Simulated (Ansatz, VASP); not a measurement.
## One calculation of Eu, two programs

INCAR

```
SYSTEM = Eu
ALGO = Normal ; EDIFF = 1E-6
ENCUT = 520 ; GGA = PE
ISIF = 2 ; ISMEAR = -1
ISPIN = 2 ; LASPH = .True.
LCHARG = .True. ; LELF = .True.
LMAXMIX = 6 ; LORBIT = 11
LREAL = .False. ; LVHAR = .True.
LWAVE = .False. ; MAGMOM = 7
NBANDS = 18 ; NELM = 150
NUPDOWN = 7.0 ; PREC = Accurate
SIGMA = 0.05
```

Contents of KPOINTS:

```
k-points
0
Gamma
  7 7 7
  0 0 0
```

Contents of POSCAR:

```
Eu
1.0
    0.0000000000      2.7893026914      2.7893026914
    2.7893026914      0.0000000000      2.7893026914
    2.7893026914      2.7893026914      0.0000000000
Eu
1
Direct
    0.0000000000      0.0000000000      0.0000000000
```

Contents of input.yaml:

```yaml
crystal:
  lattice:
    - [0.0, 2.7893026914, 2.7893026914]
    - [2.7893026914, 0.0, 2.7893026914]
    - [2.7893026914, 2.7893026914, 0.0]
  atoms:
    - { symbol: Eu, position: [0.0, 0.0, 0.0], spin: 7.0 }
hamiltonian:
  xc: pbe
  pseudopotentials: { kind: paw }
magnetization:
  spin_polarized: true
  initial_magnetization: 7.0
  spin_locking: { lock_magnetization: hard }
kpoints:
  mp_grid: { grid: [7, 7, 7] }
scf:
  occupations: { method: fermi_dirac, width: 0.05 }
  lower_state_search: "off"
output:
  forces: true
  stress: true
  eigenvalues: true
```

Alike in both runs: task single point; functional PBE; k mesh 7 × 7 × 7; occupations fermi-dirac, width 0.05 eV; collinear spin; fixed moment 7 μB.

|  | VASP | Ansatz |
| --- | --- | --- |
| version | VASP 6.6.1 | Ansatz 0.2.0 |
| potentials or method | VASP PAW PBE potentials, release 64 (Eu) | Ansatz PAW |
| plane-wave cutoff (eV) | 520 | 420 |
| valence electrons in the cell | 17 | 17 |

Ansatz gave:

```
pressure (GPa)                                                : -0.4
net moment per atom (μB)                                      : 7.00
size of the moment on the site where the two differ most (μB) : 6.92
```

What did VASP give for the same quantities?

Pressure (GPa): -0.6; net moment per atom (μB): 7.00; size of the moment on the site where the two differ most (μB): 6.60.

Site moments also hang on the region over which each program counts them. With one functional, cell and mesh, what is left measures potentials, basis and numerics.

Neither program's run includes spin-orbit coupling.
